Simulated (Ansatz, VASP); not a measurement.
**One calculation of SnTe, two programs**

INCAR

```
ALGO = Normal
EDIFF = 1E-7
ENCUT = 520
GGA = PE
ISIF = 2
ISMEAR = 0
LASPH = T
LCHARG = T
LELF = T
LREAL = F
LVHAR = T
LWAVE = F
NBANDS = 17
NELM = 80
PREC = Accurate
SIGMA = 0.03
```

The input KPOINTS:

```
k-points
0
Gamma
  10 10 10
```

The input POSCAR:

```
SnTe
1.0
    0.0000000000      3.1091525000      3.2038475000
    3.1091525000      0.0000000000      3.2038475000
    3.1091525000      3.1091525000      0.0000000000
Sn Te
1 1
Direct
    0.0000000000      0.0000000000      0.0000000000
    0.5000000000      0.5000000000      0.5000000000
```

Input for Ansatz:

```yaml
crystal:
  lattice:
    - [0.0, 3.1091525, 3.2038475]
    - [3.1091525, 0.0, 3.2038475]
    - [3.1091525, 3.1091525, 0.0]
  atoms:
    - { symbol: Sn, position: [0.0, 0.0, 0.0] }
    - { symbol: Te, position: [0.5, 0.5, 0.5] }
basis:
  ecutwfc: 420
kpoints:
  mp_grid: { grid: [10, 10, 10] }
hamiltonian:
  xc: pbe
scf:
  occupations: { method: gaussian, width: 0.03 }
output:
  forces: true
  stress: true
  eigenvalues: true
```

Change from the starting cell: strain -0.015 along x and y, +0.015 along z, atoms carried along.

Alike in both runs: task single point; functional PBE; k mesh 10 × 10 × 10; occupations gaussian, width 0.03 eV; no spin polarisation.

|  | VASP | Ansatz |
| --- | --- | --- |
| version | VASP 6.6.1 | Ansatz 0.2.0 |
| potentials or method | VASP PAW PBE potentials, release 64 (Sn_d, Te), cutoff 520 eV | scalar-relativistic, plane waves, PAW |
| valence electrons in the cell | 20 | 30 |

```csv
,VASP,Ansatz,Ansatz less VASP
gap on the k mesh at the Fermi level (eV),0.19,0.19,-0.001
least direct gap on the mesh (eV),0.19,0.19,-0.001
pressure (GPa),2.9,2.9,+0.02
"traceless stress, the component that is largest in VASP (GPa)",-2.68,-2.68,+0.005
```

VASP's potentials hold 20 valence electrons a cell and Ansatz's 30, so a difference there can come from the potentials and not from the codes.

Neither program's run includes spin-orbit coupling.
